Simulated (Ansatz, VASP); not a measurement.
# BeS in VASP and in Ansatz

Contents of POSCAR:

```
BeS
1.0
    0.0427541333      2.3172971951      2.3172971951
    2.3172971951      0.0427541333      2.3172971951
    2.3600513284      2.3600513284      0.0000000000
Be S
1 1
Direct
    0.0000000000      0.0000000000      0.0000000000
    0.5000000000      0.5000000000      0.5000000000
```

Contents of INCAR.step1:

```
SYSTEM = BeS
PREC = Accurate ; ENCUT = 520
EDIFF = 1E-5 ; ISMEAR = 0
SIGMA = 0.01 ; LREAL = .FALSE.
LASPH = .TRUE. ; NELM = 100
ALGO = Normal ; ISIF = 2
LWAVE = .TRUE. ; LCHARG = .FALSE.
GGA = PE ; NBANDS = 11
```

The input INCAR.step2:

```
SYSTEM = BeS
PREC = Accurate ; ENCUT = 520
EDIFF = 1E-6 ; ISMEAR = 0
SIGMA = 0.01 ; LREAL = .FALSE.
LASPH = .TRUE. ; NELM = 100
ALGO = Normal ; ISIF = 2
LWAVE = .FALSE. ; LCHARG = .FALSE.
GGA = PE ; LHFCALC = .TRUE.
HFSCREEN = 0.2079 ; PRECFOCK = Normal
ISTART = 1 ; NBANDS = 11
```

KPOINTS

```
Automatic mesh
0
G
  6 6 6
  0 0 0
```

Input for Ansatz:

```yaml
crystal:
  lattice:
    - [0.0427541333, 2.3172971951, 2.3172971951]
    - [2.3172971951, 0.0427541333, 2.3172971951]
    - [2.3600513284, 2.3600513284, 0.0]
  atoms:
    - { symbol: Be, position: [0.0, 0.0, 0.0] }
    - { symbol: S, position: [0.5, 0.5, 0.5] }
kpoints:
  mp_grid: { grid: [6, 6, 6] }
  band_path:
    path:
      - [0.0, 0.0, 0.0]
      - [0.5, 0.0, 0.5]
      - [0.625, 0.25, 0.625]
      - [0.375, 0.375, 0.75]
      - [0.5, 0.5, 0.5]
      - [0.5, 0.25, 0.75]
      - [0.143229, 0.143229, 0.286458]
      - [0.5, 0.5, 0.0]
    npoints: 1
hamiltonian:
  xc: hse06
scf:
  occupations: { method: fixed }
  n_extra_bands: 4
output:
  forces: true
  stress: true
  eigenvalues: true
  write_density: true
  write_potential: true
  elf: true
  volumetric_format: npy
```

Change from the starting cell: shear_xy strain +3.7%.

Alike in both runs: task single point; functional HSE06; k mesh 6 × 6 × 6; no spin polarisation.

|  | VASP | Ansatz |
| --- | --- | --- |
| version | VASP 6.6.1 | Ansatz 0.2.0 |
| potentials or method | VASP PAW PBE potentials, release 64 (Be, S) | plane waves, PAW |
| plane-wave cutoff (eV) | 520 | 420 |
| occupations | gaussian, width 0.01 eV | fixed |
| valence electrons in the cell | 8 | 8 |

```csv
,VASP,Ansatz,Ansatz less VASP
gap on the k mesh at the Fermi level (eV),1.49,1.50,+0.010
pressure (GPa),-1.9,-1.7,+0.23
"traceless stress, the component that is largest in VASP (GPa)",-4.44,-4.46,-0.013
```

Ansatz's warnings: stress exchange threshold loose, stress scf threshold loose.
